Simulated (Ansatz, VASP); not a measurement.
## Ni2Os in VASP and in Ansatz

File INCAR:

```
ALGO     = Normal         # electronic algorithm
EDIFF    = 1E-6           # SCF threshold, eV
EDIFFG   = -0.04          # ionic threshold
ENCUT    = 600            # plane-wave cutoff, eV
GGA      = PE             # functional
IBRION   = 2              # ionic algorithm
ISIF     = 3              # what is computed and relaxed
ISMEAR   = 0              # smearing method
LASPH    = T              # aspherical terms in the spheres
LCHARG   = F              # write CHGCAR
LREAL    = F              # projectors in reciprocal space
LWAVE    = F              # write WAVECAR
NELM     = 80             # most SCF steps
NSW      = 90             # ionic steps
PREC     = Accurate       # precision mode
SIGMA    = 0.1            # smearing width, eV
```

KPOINTS

```
k-points
0
Gamma
  6 6 6
```

File POSCAR:

```
Ni2Os
1.0
    3.2028985964      0.0000000000      0.0000000000
   -1.6014492982      2.7737915502      0.0000000000
    0.0000000000      0.0000000000      3.4582792153
Ni Os
2 1
Direct
    0.3333333333      0.6666666667      0.5000000000
    0.6666666667      0.3333333333      0.5000000000
    0.0000000000      0.0000000000      0.0000000000
```

Input for Ansatz:

```yaml
crystal:
  lattice:
    - [3.2028985964, 0.0, 0.0]
    - [-1.6014492982, 2.7737915502, 0.0]
    - [0.0, 0.0, 3.4582792153]
  atoms:
    - { symbol: Ni, position: [0.3333333333, 0.6666666667, 0.5] }
    - { symbol: Ni, position: [0.6666666667, 0.3333333333, 0.5] }
    - { symbol: Os, position: [0.0, 0.0, 0.0] }
basis:
  ecutwfc: 420
kpoints:
  mp_grid: { grid: [6, 6, 6] }
hamiltonian:
  xc: pbe
scf:
  occupations: { method: gaussian, width: 0.1 }
  lower_state_search: "off"
output:
  forces: true
  stress: true
  eigenvalues: true
relax:
  adjacent_minimum: "off"
  f_tol: 0.04
  max_steps: 70
  cell: { stress_tol: 0.4 }
```

Alike in both runs: task relaxation of cell and atoms; functional PBE; k mesh 6 × 6 × 6; occupations gaussian, width 0.1 eV; no spin polarisation.

```csv
,VASP,Ansatz
version,VASP 6.6.1,Ansatz 0.2.0
potentials or method,"VASP PAW PBE potentials, release 64 (Ni, Os), cutoff 600 eV","scalar-relativistic, plane waves, PAW"
valence electrons in the cell,28,52
```

VASP gave:

| Quantity | Value |
| --- | --- |
| gap on the k mesh at the Fermi level, each at its own relaxed structure (eV) | none |
| relaxed volume (Å³/atom) | 11.99 |
| relaxed length of the cell vector where the two differ most in proportion (Å) | 4.045 |

Q: What did Ansatz give for the same quantities?

A: gap on the k mesh at the Fermi level, each at its own relaxed structure (eV): none; relaxed volume (Å³/atom): 12.01; relaxed length of the cell vector where the two differ most in proportion (Å): 4.049.

A gap of «none» marks a metal or a gap that the smearing closes. VASP's potentials hold 28 valence electrons a cell and Ansatz's 52, so a difference there can come from the potentials and not from the codes.

The k mesh is coarse, so the values compare programs but aren't converged. Spin-orbit coupling is off throughout. Noted on VASP's run: the volume moved by over 15 % at a fixed basis, so the end points are rough.
